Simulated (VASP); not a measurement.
Wanted: the native input for a VASP 6.6.1 run.

```yaml
Task: single point
Functional: PBE
Potentials_or_basis: VASP PAW PBE potentials, release 64 (In_d, P)
Cutoff: 520 eV
k_mesh: 12 × 12 × 12
Occupations: gaussian, width 0.15 eV
Spin: no spin polarisation
Dipole_correction: no
Further_INCAR_settings: ALGO = Normal; EDIFF = 1e-06; NBANDS = 46
```

The structure of InP lies in POSCAR:

```
InP
1.0
    5.5403208329      0.0000000000      0.0000000000
    0.0000000000     -5.5403208329      0.0000000000
    0.0000000000      0.0000000000     -5.5403208329
In P
4 4
Direct
    0.0000000000      1.0000000000      1.0000000000
    0.5000000000      0.5000000000      1.0000000000
    0.5000000000      1.0000000000      0.5000000000
    0.0000000000      0.5000000000      0.5000000000
    0.5000000000      1.0000000000      1.0000000000
    0.0000000000      0.5000000000      1.0000000000
    0.0000000000      1.0000000000      0.5000000000
    0.5000000000      0.5000000000      0.5000000000
```

The input as run:

INCAR

```
PREC = Accurate
ENCUT = 520
EDIFF = 1E-6
ISMEAR = 0
SIGMA = 0.15
LREAL = F
LASPH = T
NELM = 80
ALGO = Normal
ISIF = 2
LWAVE = F
LCHARG = F
GGA = PE
NBANDS = 46
```

KPOINTS

```
Automatic mesh
0
Gamma
  12 12 12
```

Potentials or basis: VASP PAW PBE potentials, release 64 (In_d, P).

Launch:

```bash
$ cat potpaw_PBE.64/In_d/POTCAR potpaw_PBE.64/P/POTCAR > POTCAR
$ mpirun -np 1 vasp_std > vasp.out
```

It gave:

```
Pressure               : -0.1 GPa
Band gap on the k mesh : zero (bands 36 and 37 overlap by 1.60 eV)
```

Caveat: spin-orbit coupling is left out, which moves the levels of the heavy elements.

Run time: 6.6 min on 1 thread of Intel(R) Xeon(R) Platinum 8488C (Sapphire Rapids) (shared host), peak memory 0.58 GiB.
